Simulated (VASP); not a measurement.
# Ta2N (P-3m1) in VASP: further runs

The runs below take Ta2N through single point, relaxation of cell and atoms, with PBE+D4, PBE+D3(BJ), HSE06, PBE.

Everything below comes from runs of VASP 6.6.1. Logs are shortened: lines on timing, memory, paths and dates and some standing lists are left out, and cuts for length are marked.

## Step 1: The cell of the first run

Symmetry: P-3m1, No. 164, trigonal system. Conventional cell: a = 3.084 Å, b = 3.084 Å, c = 4.872 Å, α = 90.00°, β = 90.00°, γ = 120.00°. Ta (site symmetry 3m) has 3 N at 2.17 Å and 12 Ta at 2.97 to 3.08 Å within 3.1 Å. Within 2.9 Å of N (site symmetry -3m) lie 6 Ta at 2.17 Å.

## Step 2: Single point, PBE+D4

File INCAR:

```
PREC = Accurate
ENCUT = 520
EDIFF = 1E-6
ISMEAR = -1
SIGMA = 0.05
LREAL = F
LASPH = T
NELM = 60
ALGO = Normal
ISIF = 2
LWAVE = F
LCHARG = F
GGA = PE
IVDW = 13
NBANDS = 20
```

File KPOINTS:

```
regular mesh
0
Gamma
  10 10 6
```

File POSCAR:

```
Ta2N
1.0
    3.0843770832      0.0000000000      0.0000000000
   -1.5421885416      2.6711489089      0.0000000000
    0.0000000000      0.0000000000      4.8718906520
Ta N
2 1
Direct
    0.3333333333      0.6666666667      0.2558874660
    0.6666666667      0.3333333333      0.7441125340
    0.0000000000      0.0000000000      0.0000000000
```

Potentials or basis: VASP PAW PBE potentials, release 64 (Ta_pv, N).

Run with:

```
cat potpaw_PBE.64/Ta_pv/POTCAR potpaw_PBE.64/N/POTCAR > POTCAR
mpirun -np 1 vasp_std > vasp.out
```

OUTCAR:

```text
PREC = Accurate
   ENCUT = 520
   EDIFF = 1E-6
   ISMEAR = -1
   LREAL = F
   LASPH = T
   NELM = 60
   ISIF = 2
   GGA = PE
   IVDW = 13

 ion  position               nearest neighbor table
   1  0.333  0.667  0.256-   3 2.17   3 2.17   3 2.17   2 2.97   2 2.97   2 2.97   2 3.06   2 3.06
                             2 3.06
   2  0.667  0.333  0.744-   3 2.17   3 2.17   3 2.17   1 2.97   1 2.97   1 2.97   1 3.06   1 3.06
                             1 3.06
   3  0.000  0.000  0.000-   1 2.17   2 2.17   1 2.17   2 2.17   2 2.17   1 2.17

  LATTYP: Found a hexagonal cell.
 ALAT       =     3.0843770832
 C/A-ratio  =     1.5795379490

  Lattice vectors:

 A1 = (   3.0843770832,   0.0000000000,   0.0000000000)
 A2 = (  -1.5421885416,   2.6711489089,   0.0000000000)
 A3 = (   0.0000000000,   0.0000000000,   4.8718906520)

Analysis of symmetry for initial positions (statically):
=====================================================================
 Subroutine PRICEL returns:
 Original cell was already a primitive cell.

 Routine SETGRP: Setting up the symmetry group for a
 hexagonal supercell.

 Subroutine GETGRP returns: Found 12 space group operations
 (whereof 12 operations were pure point group operations)
 out of a pool of 24 trial point group operations.

The static configuration has the point symmetry D_3d.

Analysis of symmetry for dynamics (positions and initial velocities):
=====================================================================
 Subroutine PRICEL returns:
 Original cell was already a primitive cell.

 Routine SETGRP: Setting up the symmetry group for a
 hexagonal supercell.

 Subroutine GETGRP returns: Found 12 space group operations
 (whereof 12 operations were pure point group operations)
 out of a pool of 24 trial point group operations.

The dynamic configuration has the point symmetry D_3d.

 Subroutine INISYM returns: Found 12 space group operations
 (whereof 12 operations are pure point group operations),
 and found     1 'primitive' translations

----------------------------------------------------------------------------------------

                                     Primitive cell

  volume of cell :      40.1387

  direct lattice vectors                    reciprocal lattice vectors
     3.084377083  0.000000000  0.000000000     0.324214573  0.187185371  0.000000000
    -1.542188542  2.671148909  0.000000000     0.000000000  0.374370742  0.000000000
     0.000000000  0.000000000  4.871890652     0.000000000  0.000000000  0.205259122

  length of vectors
     3.084377083  3.084377083  4.871890652     0.374370742  0.374370742  0.205259122

  position of ions in fractional coordinates (direct lattice)
     0.333333333  0.666666667  0.255887466
     0.666666667  0.333333333  0.744112534
     0.000000000  0.000000000  0.000000000

  ion indices of the primitive-cell ions
   primitive index   ion index
                 1           1
                 2           2
                 3           3

----------------------------------------------------------------------------------------

 KPOINTS: regular mesh

Automatic generation of k-mesh.
 Grid dimensions read from file:
 generate k-points for:   10   10    6

 Generating k-lattice:

  Cartesian coordinates                     Fractional coordinates (reciprocal lattice)
     0.032421457  0.018718537  0.000000000     0.100000000  0.000000000  0.000000000
     0.000000000  0.037437074  0.000000000     0.000000000  0.100000000  0.000000000
     0.000000000  0.000000000  0.034209854     0.000000000  0.000000000  0.166666667

  Length of vectors
     0.037437074  0.037437074  0.034209854

  Shift w.r.t. Gamma in fractional coordinates (k-lattice)
     0.000000000  0.000000000  0.000000000

 Subroutine IBZKPT returns following result:
 ===========================================

 Found     72 irreducible k-points:

 Following reciprocal coordinates:
            Coordinates               Weight
  0.000000  0.000000  0.000000      1.000000
  0.100000  0.000000  0.000000      6.000000
  0.200000  0.000000  0.000000      6.000000
  0.300000  0.000000  0.000000      6.000000
  0.400000  0.000000  0.000000      6.000000
  0.500000  0.000000  0.000000      3.000000
[... 16 lines left out ...]
  0.000000  0.400000  0.166667      6.000000
  0.500000  0.000000  0.166667      6.000000
 [... further k-points ...]
   k-points           NKPTS =     72   k-points in BZ     NKDIM =     72   number of bands    NBANDS=     20
   number of dos      NEDOS =    301   number of ions     NIONS =      3
   total plane-waves  NPLWV =  20736
   dimension x,y,z NGX =    24 NGY =   24 NGZ =   36
   dimension x,y,z NGXF=    48 NGYF=   48 NGZF=   72
   ions per type =               2   1
   NGX,Y,Z   is equivalent  to a cutoff of  12.94, 12.94, 12.28 a.u.
   NGXF,Y,Z  is equivalent  to a cutoff of  25.87, 25.87, 24.57 a.u.
 SYSTEM =  unknown system
   PREC   = accura    normal or accurate (medium, high low for compatibility)
   ISTART =      0    job   : 0-new  1-cont  2-samecut
   ICHARG =      2    charge: 1-file 2-atom 10-const
   ISPIN  =      1    spin polarized calculation?
   LNONCOLLINEAR =      F non collinear calculations
   LSORBIT =      F    spin-orbit coupling
   LASPH  =      T    aspherical Exc in radial PAW
   ENCUT  =  520.0 eV  38.22 Ry    6.18 a.u.   5.73  5.73  9.06*2*pi/ulx,y,z
   NELM   =     60;   NELMIN=  2; NELMDL= -5     # of ELM steps
   EDIFF  = 0.1E-05   stopping-criterion for ELM
   LREAL  =      F    real-space projection
   EDIFFG = 0.1E-04   stopping-criterion for IOM
   NSW    =      0    number of steps for IOM
   IBRION =     -1    ionic relax: 0-MD 1-quasi-New 2-CG
   NFREE  =      0    steps in history (QN), initial steepest desc. (CG)
   ISIF   =      2    stress and relaxation
   ISYM   =      2    0-nonsym 1-usesym 2-fastsym
   POTIM  = 0.5000    time-step for ionic-motion
   TEBEG  =    0.0;   TEEND  =   0.0 temperature during run
   PSTRESS=    0.0 pullay stress
   NELECT =      27.0000    total number of electrons
   NUPDOWN=      -1.0000    fix difference up-down
   EMIN   =  10.00;   EMAX   =-10.00  energy-range for DOS
   EFERMI =   0.00;   METHOD = LEGACY
   ISMEAR =    -1;   SIGMA  =   0.05  broadening in eV -4-tet -1-fermi 0-gaus
   EFERMI_NEDOS =   21; number of points for ismear=-14 and -15
   IALGO  =     38    algorithm
   IMIX   =      4    mixing-type and parameters
     AMIX     =   0.40;   BMIX     =  1.00
     AMIX_MAG =   1.60;   BMIX_MAG =  1.00
  volume/ion in A,a.u.               =      13.38        90.29
  Fermi-wavevector in a.u.,A,eV,Ry     =   1.434416  2.710653 27.994648  2.057549
  Thomas-Fermi vector in A             =   2.553827
   LORBIT       =      0    0 simple, 1 ext, 2 COOP (PROOUT), +10 PAW based schemes
   GGA     = PE    functional components
   LHFCALC =     F    Hartree Fock is set to
   AEXX    =    0.0000 exact exchange contribution
   IVDW    =    13    specifies the selected vdW correction
   LEPSILON=     F    determine dielectric tensor
   LRPA    =     F    only Hartree local field effects (RPA)
 non-spin polarized calculation
  energy-cutoff  :      520.00
  volume of cell :       40.14
 maximum number of plane-waves:      1100
 NGX is ok and might be reduce to    24
   NGX = 11   NGY = 11   NGZ = 19

 number of electron      26.9999999 magnetization

 Free energy of the ion-electron system (eV)
  ---------------------------------------------------
  ext. energy  EPLUGINS =         0.00000000
  ---------------------------------------------------
  free energy    TOTEN  =       -34.37813169 eV

  energy without entropy =      -34.36573815  energy(sigma->0) =      -34.37193492

 E-fermi :   7.6431     XC(G=0): -12.9435

 val. band max:        7.6383388076   @ k =   0.2000   0.1000   0.3333
 cond. band min:       7.6475663770   @ k =   0.1000   0.0000   0.0000
 fundamental gap:      0.0092275694
 Fermi energy:         7.6431294911

 k-point     1 :       0.0000    0.0000    0.0000
  band No.  band energies     occupation
      1     -28.0552      2.00000
      2     -27.2812      2.00000
      3     -27.2812      2.00000
      4     -27.1545      2.00000
      5     -27.1545      2.00000
      6     -27.0572      2.00000
[... 12 lines left out ...]
     19       8.7821      0.00000
     20      12.6691      0.00000

 k-point     2 :       0.1000    0.0000    0.0000
  band No.  band energies     occupation
      1     -28.0238      2.00000
      2     -27.3453      2.00000
      3     -27.3037      2.00000
      4     -27.2186      2.00000
      5     -27.1601      2.00000
      6     -27.0682      2.00000
[... 12 lines left out ...]
     19       9.5244      0.00000
     20      12.6524      0.00000

 k-point     3 :       0.2000    0.0000    0.0000
  band No.  band energies     occupation
      1     -27.9364      2.00000
      2     -27.5132      2.00000
      3     -27.3778      2.00000
      4     -27.3585      2.00000
      5     -27.1784      2.00000
      6     -27.1039      2.00000
[... 12 lines left out ...]
     19      11.2022      0.00000
     20      12.2751      0.00000

 k-point     4 :       0.3000    0.0000    0.0000
  band No.  band energies     occupation
      1     -27.8176      2.00000
      2     -27.7144      2.00000
      3     -27.5605      2.00000
      4     -27.4215      2.00000
      5     -27.2051      2.00000
      6     -27.1660      2.00000
[... 429 lines left out ...]
 k-point    23 :       0.0000    0.4000    0.1667
  band No.  band energies     occupation
      1     -27.9555      2.00000
      2     -27.7426      2.00000
      3     -27.5675      2.00000
      4     -27.4522      2.00000
      5     -27.2469      2.00000
      6     -27.2440      2.00000
[... 12 lines left out ...]
     19      11.9322      0.00000
     20      13.8734      0.00000

 k-point    24 :       0.5000    0.0000    0.1667
  band No.  band energies     occupation
      1     -27.9885      2.00000
      2     -27.8031      2.00000
      3     -27.5394      2.00000
      4     -27.4716      2.00000
      5     -27.2730      2.00000
      6     -27.2549      2.00000
[... 12 lines left out ...]
     19      12.2700      0.00000
     20      13.1275      0.00000

 [... further k-points ...]

------------------------ aborting loop because EDIFF is reached ----------------------------------------

  DFT-D4 for vdW energy calculation

  Edisp (eV):   -0.90657

  FORCE on cell =-STRESS in cart. coord.  units (eV):
  Direction    XX          YY          ZZ          XY          YZ          ZX
  --------------------------------------------------------------------------------------
  -------------------------------------------------------------------------------------
  Total       0.12297     0.12297     0.10162     0.00000    -0.00000     0.00000
  in kB       4.90856     4.90856     4.05637     0.00000    -0.00000     0.00000
  external pressure =        4.62 kB  Pullay stress =        0.00 kB

 VOLUME and BASIS-vectors are now :
 -----------------------------------------------------------------------------
  energy-cutoff  :      520.00
  volume of cell :       40.14
      direct lattice vectors                 reciprocal lattice vectors
     3.084377083  0.000000000  0.000000000     0.324214573  0.187185371  0.000000000
    -1.542188542  2.671148909  0.000000000     0.000000000  0.374370742  0.000000000
     0.000000000  0.000000000  4.871890652     0.000000000  0.000000000  0.205259122

 POSITION                                       TOTAL-FORCE (eV/Angst)
 -----------------------------------------------------------------------------------
     -0.00000      1.78077      1.24666         0.000000      0.000000      0.049813
      1.54219      0.89038      3.62523        -0.000000      0.000000     -0.049813
      0.00000      0.00000      0.00000         0.000000      0.000000      0.000000
 -----------------------------------------------------------------------------------
    total drift:                                0.000000     -0.000000      0.000000

  FREE ENERGIE OF THE ION-ELECTRON SYSTEM (eV)
  ---------------------------------------------------
  free  energy   TOTEN  =       -35.2847037968 eV

  energy  without entropy=      -35.2723102534  energy(sigma->0) =      -35.27850703
```

Run time: 17 s. Hardware: 1 thread of Intel Xeon 6975P-C (Granite Rapids), shared host; peak memory 0.19 GiB.

What came out:

| Quantity | Value |
| --- | --- |
| Free energy | -35.2847 eV |
| Pressure | 0.5 GPa |
| Largest force | 0.050 eV/Å |
| Band gap on the k mesh | zero (an odd number of electrons rules out a gap without spin polarisation) |
| Dispersion energy per atom | -0.302 eV |

Forces in eV/Å, atoms in the order of the input:
```
Ta   0.000  0.000  0.050
Ta   0.000  0.000 -0.050
N    0.000  0.000  0.000
```

Caveat: spin-orbit coupling is left out, which moves the levels of the heavy elements.

## Step 3: Relaxation of cell and atoms, PBE+D3(BJ)

This run uses another cell than the first one, of 13.62 Å³/atom.

File INCAR:

```
SYSTEM = Ta2N
  PREC = Accurate
  ENCUT = 600
  EDIFF = 1E-6
  ISMEAR = -1
  SIGMA = 0.05
  LREAL = .False.
  LASPH = .True.
  NELM = 100
  ALGO = Normal
  ISIF = 3
  LWAVE = .False.
  LCHARG = .False.
  GGA = PE
  IVDW = 12
  IBRION = 2
  NSW = 60
  EDIFFG = -0.01
```

File KPOINTS:

```
Automatic mesh
0
Gamma
  10 10 6
  0 0 0
```

File POSCAR:

```
Ta2N
1.0
    3.1128615060      0.0000000000      0.0000000000
   -1.5564307530      2.6958171426      0.0000000000
    0.0000000000      0.0000000000      4.8698410000
Ta N
2 1
Direct
    0.3333333333      0.6666666667      0.2547110000
    0.6666666667      0.3333333333      0.7452890000
    0.0000000000      0.0000000000      0.0000000000
```

Potentials or basis: VASP PAW PBE potentials, release 64 (Ta_pv, N).

Run with:

```
cat potpaw_PBE.64/Ta_pv/POTCAR potpaw_PBE.64/N/POTCAR > POTCAR
mpirun -np 1 vasp_std > vasp.out
```

Wall time 2.3 min (1 thread of Intel Xeon 6975P-C (Granite Rapids), shared host); peak memory 0.24 GiB.

Results (log left out):

| Property | Result |
| --- | --- |
| Free energy | -35.9557 eV |
| Relaxed volume | 13.26 Å³/atom |
| Relaxed cell | a = 3.073 Å, b = 3.073 Å, c = 4.864 Å, α = 90.00°, β = 90.00°, γ = 120.00° |
| Space group after relaxing (to 0.1 Å) | P-3m1 (No. 164) |
| Energy gained by relaxing | 9.1 meV/atom |
| Ionic steps | 12 |
| Pressure after relaxing | 0.0 GPa |
| Band gap on the k mesh | zero (an odd number of electrons rules out a gap without spin polarisation) |
| Dispersion energy per atom | -0.529 eV |

Step by step:
```
step  energy change (eV)  largest force (eV/Å)  pressure (GPa)  volume (Å³)
   1              0.0000                0.0397           -7.19        40.87
   2              0.1337                0.6249           21.87        37.36
   3             -0.0241                0.1897           -0.09        39.85
   4             -0.0242                0.1928            0.04        39.83
   5             -0.0267                0.0221            0.05        39.77
   6             -0.0269                0.0379            0.07        39.76
   7             -0.0274                0.0062           -0.09        39.78
   8             -0.0274                0.0010           -0.13        39.78
   9             -0.0274                0.0025           -0.12        39.78
  10             -0.0274                0.0035           -0.12        39.78
  11             -0.0273                0.0102            0.23        39.73
  12             -0.0274                0.0004            0.02        39.77
```

Final structure:
```
Ta N
1.0
     3.07255    0.00000    0.00000
    -1.53628    2.66091    0.00000
     0.00000    0.00000    4.86387
Ta N
2 1
Direct
  0.33333 0.66667 0.25690
  0.66667 0.33333 0.74310
  0.00000 0.00000 0.00000
```

Levels at points of the mesh, in eV from the Fermi level:
```
           k point  band 10  band 11  band 12  band 13  band 14  band 15  band 16  band 17
(0.00, 0.00, 0.00)    -6.04    -5.02    -0.79    -0.25    -0.25     0.19     0.38     0.38
(0.50, 0.00, 0.00)    -6.40    -4.70    -2.65    -1.34     1.62     2.03     3.95     4.15
(0.00, 0.00, 0.50)    -6.22    -3.10    -2.67    -1.10    -1.10     1.77     2.14     2.40
(0.50, 0.00, 0.50)    -6.12    -3.38    -2.18    -2.12    -0.45     0.71     3.54     3.79
```

Caveat: spin-orbit coupling is left out, which moves the levels of the heavy elements.

## Step 4: Relaxation of cell and atoms, PBE+D4

This run uses another cell than the first one, of 13.62 Å³/atom.

File INCAR:

```
PREC = Accurate ; ENCUT = 600
EDIFF = 1E-6 ; ISMEAR = -1
SIGMA = 0.05 ; LREAL = F
LASPH = T ; NELM = 80
ALGO = Normal ; ISIF = 3
LWAVE = F ; LCHARG = F
GGA = PE ; IVDW = 13
IBRION = 2 ; NSW = 60
EDIFFG = -0.01
```

File KPOINTS:

```
Automatic mesh
0
Gamma
  10 10 6
```

POSCAR is that of step 3.

Run with:

```
cat potpaw_PBE.64/Ta_pv/POTCAR potpaw_PBE.64/N/POTCAR > POTCAR
mpirun -np 1 vasp_std > vasp.out
```

Run time: 2.2 min. Hardware: 1 thread of Intel Xeon 6975P-C (Granite Rapids), shared host; peak memory 0.23 GiB.

The run converged. Its results:

```yaml
Free_energy: -35.2880 eV
Relaxed_volume: 13.40 Å³/atom
Relaxed_cell: a = 3.085 Å, b = 3.085 Å, c = 4.874 Å, α = 90.00°, β = 90.00°, γ = 120.00°
Space_group_after_relaxing_to_0.1_Å: P-3m1 (No. 164)
Energy_gained_by_relaxing: 3.6 meV/atom
Ionic_steps: 10
Pressure_after_relaxing: 0.0 GPa
Largest_force_after_relaxing: 0.003 eV/Å
Band_gap_on_the_k_mesh: zero (an odd number of electrons rules out a gap without spin polarisation)
Dispersion_energy_per_atom: -0.302 eV
```

Forces in eV/Å, atoms in the order of the input:
```
Ta   0.000  0.000  0.003
Ta   0.000  0.000 -0.003
N    0.000  0.000  0.000
```

The path:
```
step  energy change (eV)  largest force (eV/Å)  pressure (GPa)  volume (Å³)
   1              0.0000                0.0220           -4.38        40.87
   2              0.0464                0.3676           12.22        38.70
   3             -0.0090                0.1166            0.02        40.23
   4             -0.0090                0.1181            0.10        40.22
   5             -0.0103                0.0292            0.12        40.19
   6             -0.0105                0.0293            0.11        40.17
   7             -0.0107                0.0033           -0.21        40.21
   8             -0.0107                0.0066           -0.17        40.21
   9             -0.0106                0.0215            0.31        40.15
  10             -0.0107                0.0034            0.03        40.19
```

Final structure:
```xyz
3
Lattice="3.0855 0.0000 0.0000 -1.5427 2.6721 0.0000 0.0000 0.0000 4.8742" Properties=species:S:1:pos:R:3 pbc="T T T"
Ta    0.0000    1.7814    1.2488
Ta    1.5427    0.8907    3.6254
N     0.0000    0.0000    0.0000
```

Levels at points of the mesh, in eV from the Fermi level:
| k point | band 12 | band 13 | band 14 | band 15 | band 16 | band 17 |
| --- | --- | --- | --- | --- | --- | --- |
| (0.00, 0.00, 0.00) | -0.76 | -0.24 | -0.24 | 0.22 | 0.36 | 0.36 |
| (0.50, 0.00, 0.00) | -2.64 | -1.35 | 1.64 | 1.99 | 3.87 | 4.08 |
| (0.00, 0.00, 0.50) | -2.67 | -1.10 | -1.10 | 1.76 | 2.06 | 2.35 |
| (0.50, 0.00, 0.50) | -2.17 | -2.12 | -0.40 | 0.72 | 3.46 | 3.70 |

Caveat: spin-orbit coupling is left out, which moves the levels of the heavy elements.

[end of part 1 of 2]
